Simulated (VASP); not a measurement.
# MgS (P6_3mc) in VASP: further runs

Runs on MgS. Level: PBEsol. Tasks: single point.

Program: VASP 6.6.1. These are calculated values, not measurements. Logs are shortened: lines on timing, memory, paths and dates and some standing lists are left out, and cuts for length are marked.

### 1 The cell of the first run

Symmetry: P6_3mc, No. 186, hexagonal system. Conventional cell: a = 3.980 Å, b = 3.980 Å, c = 6.345 Å, α = 90.00°, β = 90.00°, γ = 120.00°. Within 3.2 Å of S (site symmetry 3m) lie 4 Mg at 2.41 to 2.43 Å. Within 3.2 Å of Mg (site symmetry 3m) lie 4 S at 2.41 to 2.43 Å.

### 2 Single point, PBEsol (21.76 Å³/atom)

INCAR reads:

```
SYSTEM = MgS
PREC     = Accurate       ! precision mode
ENCUT    = 520            ! plane-wave cutoff, eV
EDIFF    = 1E-6           ! SCF threshold, eV
ISMEAR   = -1             ! smearing method
SIGMA    = 0.05           ! smearing width, eV
LREAL    = .FALSE.        ! projectors in reciprocal space
LASPH    = .TRUE.         ! aspherical terms in the spheres
NELM     = 80             ! most SCF steps
ALGO     = Normal         ! electronic algorithm
ISIF     = 2              ! what is computed and relaxed
LWAVE    = .FALSE.        ! write WAVECAR
LCHARG   = .TRUE.         ! write CHGCAR
GGA      = PS             ! functional
LELF     = .TRUE.         ! ELF
LVHAR    = .TRUE.       
NBANDS   = 16             ! bands
```

KPOINTS reads:

```
regular mesh
0
G
  8 8 4
  0 0 0
```

POSCAR reads:

```
MgS
1.0
    3.9800937980      0.0000000000      0.0000000000
   -1.9900468990      3.4468623386      0.0000000000
    0.0000000000      0.0000000000      6.3453606289
S Mg
2 2
Direct
    0.6666666667      0.3333333333      0.8792441500
    0.3333333333      0.6666666667      0.3792441500
    0.3333333333      0.6666666667      0.9957548500
    0.6666666667      0.3333333333      0.4957548500
```

Potentials or basis: VASP PAW PBE potentials, release 64 (S, Mg).

Started as:

```bash
$ cat potpaw_PBE.64/S/POTCAR potpaw_PBE.64/Mg/POTCAR > POTCAR
$ mpirun -np 1 vasp_std > vasp.out
```

OUTCAR:

```text
SYSTEM = MgS
   PREC = Accurate
   ENCUT = 520
   EDIFF = 1E-6
   ISMEAR = -1
   LREAL = .FALSE.
   LASPH = .TRUE.
   NELM = 80
   ISIF = 2
   GGA = PS

 ion  position               nearest neighbor table
   1  0.667  0.333  0.879-   3 2.41   3 2.41   3 2.41   4 2.43
   2  0.333  0.667  0.379-   4 2.41   4 2.41   4 2.41   3 2.43
   3  0.333  0.667  0.996-   1 2.41   1 2.41   1 2.41   2 2.43
   4  0.667  0.333  0.496-   2 2.41   2 2.41   2 2.41   1 2.43

  LATTYP: Found a hexagonal cell.
 ALAT       =     3.9800937980
 C/A-ratio  =     1.5942741430

  Lattice vectors:

 A1 = (   3.9800937980,   0.0000000000,   0.0000000000)
 A2 = (  -1.9900468990,   3.4468623386,   0.0000000000)
 A3 = (   0.0000000000,   0.0000000000,   6.3453606289)

Analysis of symmetry for initial positions (statically):
=====================================================================
 Subroutine PRICEL returns:
 Original cell was already a primitive cell.

 Routine SETGRP: Setting up the symmetry group for a
 hexagonal supercell.

 Subroutine GETGRP returns: Found 12 space group operations
 (whereof  6 operations were pure point group operations)
 out of a pool of 24 trial point group operations.

The static configuration has the point symmetry C_3v.
 The point group associated with its full space group is C_6v.

Analysis of symmetry for dynamics (positions and initial velocities):
=====================================================================
 Subroutine PRICEL returns:
 Original cell was already a primitive cell.

 Routine SETGRP: Setting up the symmetry group for a
 hexagonal supercell.

 Subroutine GETGRP returns: Found 12 space group operations
 (whereof  6 operations were pure point group operations)
 out of a pool of 24 trial point group operations.

The dynamic configuration has the point symmetry C_3v.
 The point group associated with its full space group is C_6v.

 Subroutine INISYM returns: Found 12 space group operations
 (whereof  6 operations are pure point group operations),
 and found     1 'primitive' translations

----------------------------------------------------------------------------------------

                                     Primitive cell

  volume of cell :      87.0510

  direct lattice vectors                    reciprocal lattice vectors
     3.980093798  0.000000000  0.000000000     0.251250360  0.145059463  0.000000000
    -1.990046899  3.446862339  0.000000000     0.000000000  0.290118926  0.000000000
     0.000000000  0.000000000  6.345360629     0.000000000  0.000000000  0.157595456

  length of vectors
     3.980093798  3.980093798  6.345360629     0.290118926  0.290118926  0.157595456

  position of ions in fractional coordinates (direct lattice)
     0.666666667  0.333333333  0.879244150
     0.333333333  0.666666667  0.379244150
     0.333333333  0.666666667  0.995754850
     0.666666667  0.333333333  0.495754850

  ion indices of the primitive-cell ions
   primitive index   ion index
                 1           1
                 2           2
                 3           3
                 4           4

----------------------------------------------------------------------------------------

 KPOINTS: regular mesh

Automatic generation of k-mesh.
 Grid dimensions read from file:
 generate k-points for:    8    8    4

 Generating k-lattice:

  Cartesian coordinates                     Fractional coordinates (reciprocal lattice)
     0.031406295  0.018132433  0.000000000     0.125000000  0.000000000  0.000000000
     0.000000000  0.036264866  0.000000000     0.000000000  0.125000000  0.000000000
     0.000000000  0.000000000  0.039398864     0.000000000  0.000000000  0.250000000

  Length of vectors
     0.036264866  0.036264866  0.039398864

  Shift w.r.t. Gamma in fractional coordinates (k-lattice)
     0.000000000  0.000000000  0.000000000

 Subroutine IBZKPT returns following result:
 ===========================================

 Found     30 irreducible k-points:

 Following reciprocal coordinates:
            Coordinates               Weight
  0.000000  0.000000  0.000000      1.000000
  0.125000  0.000000  0.000000      6.000000
  0.250000  0.000000  0.000000      6.000000
  0.375000  0.000000  0.000000      6.000000
  0.500000  0.000000  0.000000      3.000000
  0.125000  0.125000  0.000000      6.000000
[... 16 lines left out ...]
  0.250000  0.000000  0.500000      6.000000
  0.375000  0.000000  0.500000      6.000000
 [... further k-points ...]
   k-points           NKPTS =     30   k-points in BZ     NKDIM =     30   number of bands    NBANDS=     16
   number of dos      NEDOS =    301   number of ions     NIONS =      4
   total plane-waves  NPLWV =  43200
   dimension x,y,z NGX =    30 NGY =   30 NGZ =   48
   dimension x,y,z NGXF=    60 NGYF=   60 NGZF=   96
   ions per type =               2   2
   NGX,Y,Z   is equivalent  to a cutoff of  12.53, 12.53, 12.58 a.u.
   NGXF,Y,Z  is equivalent  to a cutoff of  25.06, 25.06, 25.15 a.u.
 SYSTEM =  MgS
   PREC   = accura    normal or accurate (medium, high low for compatibility)
   ISTART =      0    job   : 0-new  1-cont  2-samecut
   ICHARG =      2    charge: 1-file 2-atom 10-const
   ISPIN  =      1    spin polarized calculation?
   LNONCOLLINEAR =      F non collinear calculations
   LSORBIT =      F    spin-orbit coupling
   LASPH  =      T    aspherical Exc in radial PAW
   ENCUT  =  520.0 eV  38.22 Ry    6.18 a.u.   7.40  7.40 11.80*2*pi/ulx,y,z
   NELM   =     80;   NELMIN=  2; NELMDL= -5     # of ELM steps
   EDIFF  = 0.1E-05   stopping-criterion for ELM
   LREAL  =      F    real-space projection
   EDIFFG = 0.1E-04   stopping-criterion for IOM
   NSW    =      0    number of steps for IOM
   IBRION =     -1    ionic relax: 0-MD 1-quasi-New 2-CG
   NFREE  =      0    steps in history (QN), initial steepest desc. (CG)
   ISIF   =      2    stress and relaxation
   ISYM   =      2    0-nonsym 1-usesym 2-fastsym
   POTIM  = 0.5000    time-step for ionic-motion
   TEBEG  =    0.0;   TEEND  =   0.0 temperature during run
   PSTRESS=    0.0 pullay stress
   NELECT =      16.0000    total number of electrons
   NUPDOWN=      -1.0000    fix difference up-down
   EMIN   =  10.00;   EMAX   =-10.00  energy-range for DOS
   EFERMI =   0.00;   METHOD = LEGACY
   ISMEAR =    -1;   SIGMA  =   0.05  broadening in eV -4-tet -1-fermi 0-gaus
   EFERMI_NEDOS =   21; number of points for ismear=-14 and -15
   IALGO  =     38    algorithm
   IMIX   =      4    mixing-type and parameters
     AMIX     =   0.40;   BMIX     =  1.00
     AMIX_MAG =   1.60;   BMIX_MAG =  1.00
  volume/ion in A,a.u.               =      21.76       146.86
  Fermi-wavevector in a.u.,A,eV,Ry     =   0.930801  1.758959 11.787966  0.866391
  Thomas-Fermi vector in A             =   2.057228
   LORBIT       =      0    0 simple, 1 ext, 2 COOP (PROOUT), +10 PAW based schemes
   GGA     = PS    functional components
   LHFCALC =     F    Hartree Fock is set to
   AEXX    =    0.0000 exact exchange contribution
   IVDW    =     0    specifies the selected vdW correction
   LEPSILON=     F    determine dielectric tensor
   LRPA    =     F    only Hartree local field effects (RPA)
 non-spin polarized calculation
  energy-cutoff  :      520.00
  volume of cell :       87.05
 maximum number of plane-waves:      2388
 NGX is ok and might be reduce to    30
   NGX = 15   NGY = 15   NGZ = 23

 number of electron      16.0000001 magnetization

 Free energy of the ion-electron system (eV)
  ---------------------------------------------------
  ext. energy  EPLUGINS =         0.00000000
  ---------------------------------------------------
  free energy    TOTEN  =       -17.85251770 eV

  energy without entropy =      -17.85251770  energy(sigma->0) =      -17.85251770

 E-fermi :   2.3685     XC(G=0):  -8.7288

 val. band max:        1.4040108780   @ k =   0.0000   0.0000   0.0000
 cond. band min:       4.8738018171   @ k =   0.0000   0.0000   0.0000
 fundamental gap:      3.4697909391
 Fermi energy:         2.3685013761

 k-point     1 :       0.0000    0.0000    0.0000
  band No.  band energies     occupation
      1     -10.1573      2.00000
      2      -9.3461      2.00000
      3      -2.0252      2.00000
      4       0.7915      2.00000
      5       0.7915      2.00000
      6       1.2340      2.00000
[... 8 lines left out ...]
     15       9.9268      0.00000
     16      10.6049      0.00000

 k-point     2 :       0.1250    0.0000    0.0000
  band No.  band energies     occupation
      1     -10.0736      2.00000
      2      -9.3045      2.00000
      3      -1.8967      2.00000
      4       0.2919      2.00000
      5       0.6561      2.00000
      6       0.7081      2.00000
[... 8 lines left out ...]
     15       9.9536      0.00000
     16      10.1604      0.00000

 k-point     3 :       0.2500    0.0000    0.0000
  band No.  band energies     occupation
      1      -9.8494      2.00000
      2      -9.2105      2.00000
      3      -1.5367      2.00000
      4      -0.6785      2.00000
      5      -0.1913      2.00000
      6       0.3863      2.00000
[... 8 lines left out ...]
     15      10.1348      0.00000
     16      10.5194      0.00000

 k-point     4 :       0.3750    0.0000    0.0000
  band No.  band energies     occupation
      1      -9.5718      2.00000
      2      -9.1445      2.00000
      3      -1.5107      2.00000
      4      -1.0105      2.00000
      5      -0.8580      2.00000
      6       0.1616      2.00000
[... 8 lines left out ...]
     15      10.2732      0.00000
     16      12.1714      0.00000
[... 324 lines left out ...]
 k-point    22 :       0.1250    0.0000    0.5000
  band No.  band energies     occupation
      1      -9.7208      2.00000
      2      -9.7208      2.00000
      3      -0.6965      2.00000
      4      -0.6965      2.00000
      5       0.7117      2.00000
      6       0.7117      2.00000
[... 8 lines left out ...]
     15       9.4730      0.00000
     16       9.4730      0.00000

 k-point    23 :       0.2500    0.0000    0.5000
  band No.  band energies     occupation
      1      -9.5495      2.00000
      2      -9.5495      2.00000
      3      -1.0886      2.00000
      4      -1.0886      2.00000
      5       0.4304      2.00000
      6       0.4304      2.00000
[... 8 lines left out ...]
     15      10.1557      0.00000
     16      10.1557      0.00000

 k-point    24 :       0.3750    0.0000    0.5000
  band No.  band energies     occupation
      1      -9.3623      2.00000
      2      -9.3623      2.00000
      3      -1.6536      2.00000
      4      -1.6536      2.00000
      5       0.4813      2.00000
      6       0.4813      2.00000
[... 8 lines left out ...]
     15      10.6179      0.00000
     16      10.6179      0.00000

 [... further k-points ...]

------------------------ aborting loop because EDIFF is reached ----------------------------------------

  FORCE on cell =-STRESS in cart. coord.  units (eV):
  Direction    XX          YY          ZZ          XY          YZ          ZX
  --------------------------------------------------------------------------------------
  -------------------------------------------------------------------------------------
  Total        1.2461182      1.2461182      0.9618847      0.0000000      0.0000000     -0.0000000
  in kB       22.9348697     22.9348697     17.7035366      0.0000000      0.0000000     -0.0000000
  external PRESSURE =      21.1910920 kB  Pullay stress =       0.0000000 kB

 VOLUME and BASIS-vectors are now :
 -----------------------------------------------------------------------------
  energy-cutoff  :      520.00
  volume of cell :       87.05
      direct lattice vectors                 reciprocal lattice vectors
     3.980093798  0.000000000  0.000000000     0.251250360  0.145059463  0.000000000
    -1.990046899  3.446862339  0.000000000     0.000000000  0.290118926  0.000000000
     0.000000000  0.000000000  6.345360629     0.000000000  0.000000000  0.157595456

 POSITION                                       TOTAL-FORCE (eV/Angst)
 -----------------------------------------------------------------------------------
      1.99005      1.14895      5.57912        -0.000000      0.000000     -0.040241
     -0.00000      2.29791      2.40644         0.000000     -0.000000     -0.040241
     -0.00000      2.29791      6.31842        -0.000000      0.000000      0.040241
      1.99005      1.14895      3.14574         0.000000     -0.000000      0.040241
 -----------------------------------------------------------------------------------
    total drift:                                0.000000      0.000000      0.000223

  FREE ENERGIE OF THE ION-ELECTRON SYSTEM (eV)
  ---------------------------------------------------
  free  energy   TOTEN  =       -17.8525177028 eV

  energy  without entropy=      -17.8525177027  energy(sigma->0) =      -17.85251770
```

Wall time 48 s (1 thread of AMD EPYC 7R13, shared host); peak memory 0.18 GiB.

Results:

```yaml
Free_energy: -17.8525 eV
Pressure: 2.1 GPa
Largest_force: 0.040 eV/Å
Band_gap_on_the_k_mesh: 3.47 eV
```

Forces in eV/Å, atoms in the order of the input:
```
S    0.000  0.000 -0.040
S    0.000  0.000 -0.040
Mg   0.000  0.000  0.040
Mg   0.000  0.000  0.040
```

Stress tensor (GPa, compression positive):
```
2.29 0.00 0.00
0.00 2.29 0.00
0.00 0.00 1.77
```

Levels at points of the mesh, in eV from the valence-band top:
```
           k point  band 5  band 6  band 7  band 8  band 9  band 10  band 11  band 12
(0.00, 0.00, 0.00)   -0.61   -0.17   -0.17    0.00    3.47     4.69     7.46     7.46
(0.50, 0.00, 0.00)   -2.01   -1.33   -1.01   -0.50    4.59     5.07     5.81     7.43
(0.00, 0.00, 0.50)   -0.40   -0.40   -0.40   -0.40    4.96     4.96     7.60     7.60
(0.50, 0.00, 0.50)   -0.95   -0.95   -0.86   -0.86    4.52     4.52     6.25     6.25
```

Caveat: the PAW data sets were made with another functional, which shifts forces and pressure a little.

### 3 Single point, PBEsol (23.58 Å³/atom)

This run uses another cell than the first one, of 23.58 Å³/atom.

INCAR reads:

```
  ALGO = Normal
  EDIFF = 1E-6
  ENCUT = 520
  GGA = PS
  ISIF = 2
  ISMEAR = -1
  LASPH = T
  LCHARG = T
  LELF = T
  LREAL = F
  LVHAR = T
  LWAVE = F
  NBANDS = 16
  NELM = 80
  PREC = Accurate
  SIGMA = 0.05
```

KPOINTS reads:

```
k-points
0
Gamma
  8 8 4
```

POSCAR reads:

```
MgS
1.0
    4.0877156323      0.0000000000      0.0000000000
   -2.0438578162      3.5400655811      0.0000000000
    0.0000000000      0.0000000000      6.5169393366
S Mg
2 2
Direct
    0.6666666667      0.3333333333      0.8792441500
    0.3333333333      0.6666666667      0.3792441500
    0.3333333333      0.6666666667      0.9957548500
    0.6666666667      0.3333333333      0.4957548500
```

Potentials or basis: VASP PAW PBE potentials, release 64 (S, Mg).

Started as:

```bash
$ cat potpaw_PBE.64/S/POTCAR potpaw_PBE.64/Mg/POTCAR > POTCAR
$ mpirun -np 1 vasp_std > vasp.out
```

Run time: 57 s. Hardware: 1 thread of AMD EPYC 7R13, shared host; peak memory 0.18 GiB.

Results (log left out):

```
Free energy            : -17.8390 eV
Pressure               : -2.5 GPa
Largest force          : 0.049 eV/Å
Band gap on the k mesh : 3.08 eV
```

Forces on the atoms (eV/Å):
```
S    0.000  0.000 -0.049
S    0.000  0.000 -0.049
Mg   0.000  0.000  0.049
Mg   0.000  0.000  0.049
```

Stress tensor (GPa, compression positive):
```
-2.41  0.00  0.00
 0.00 -2.41  0.00
 0.00  0.00 -2.57
```

Levels at points of the mesh, in eV from the valence-band top:
| k point | band 6 | band 7 | band 8 | band 9 | band 10 | band 11 |
| --- | --- | --- | --- | --- | --- | --- |
| (0.00, 0.00, 0.00) | -0.16 | -0.16 | 0.00 | 3.08 | 4.43 | 7.31 |
| (0.50, 0.00, 0.00) | -1.21 | -0.90 | -0.46 | 4.57 | 5.02 | 5.55 |
| (0.00, 0.00, 0.50) | -0.37 | -0.37 | -0.37 | 4.59 | 4.59 | 7.34 |
| (0.50, 0.00, 0.50) | -0.87 | -0.78 | -0.78 | 4.45 | 4.45 | 6.12 |

Caveat: the PAW data sets were made with another functional, which shifts forces and pressure a little.

(Continued in part 2 of 2.)
